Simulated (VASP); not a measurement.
A run of VASP 6.6.1 is set up as follows.

Contents of INCAR:

```
PREC = Accurate
ENCUT = 520
EDIFF = 1E-6
ISMEAR = 0
SIGMA = 0.1
LREAL = F
LASPH = T
NELM = 80
ALGO = Normal
ISIF = 2
LWAVE = F
LCHARG = T
GGA = PE
LELF = T
LVHAR = T
NBANDS = 29
```

The input KPOINTS:

```
regular mesh
0
Gamma
  10 10 10
```

File POSCAR:

```
TiSi2
1.0
    1.7594317996     -6.6779993220      0.0000000000
    1.7594317996      6.6779993220      0.0000000000
    0.0000000000      0.0000000000      3.5538479959
Ti Si
2 4
Direct
    0.8974961335      0.1025038665      0.7500000000
    0.1025038665      0.8974961335      0.2500000000
    0.5599304325      0.4400695675      0.7500000000
    0.4400695675      0.5599304325      0.2500000000
    0.2497411059      0.7502588941      0.7500000000
    0.7502588941      0.2497411059      0.2500000000
```

Potentials or basis: VASP PAW PBE potentials, release 64 (Ti_sv, Si).

Run with:

```bash
$ cat potpaw_PBE.64/Ti_sv/POTCAR potpaw_PBE.64/Si/POTCAR > POTCAR
$ mpirun -np 1 vasp_std > vasp.out
```

(1) Estimate the band gap on the k mesh.

(2) What does it give for the pressure?

(3) What does it give for the largest force?

## Answers

(1) zero (bands 20 and 21 overlap by 1.00 eV).

(2) 4.1 GPa.

(3) 0.011 eV/Å.

Caveat: the cell stands under pressure.
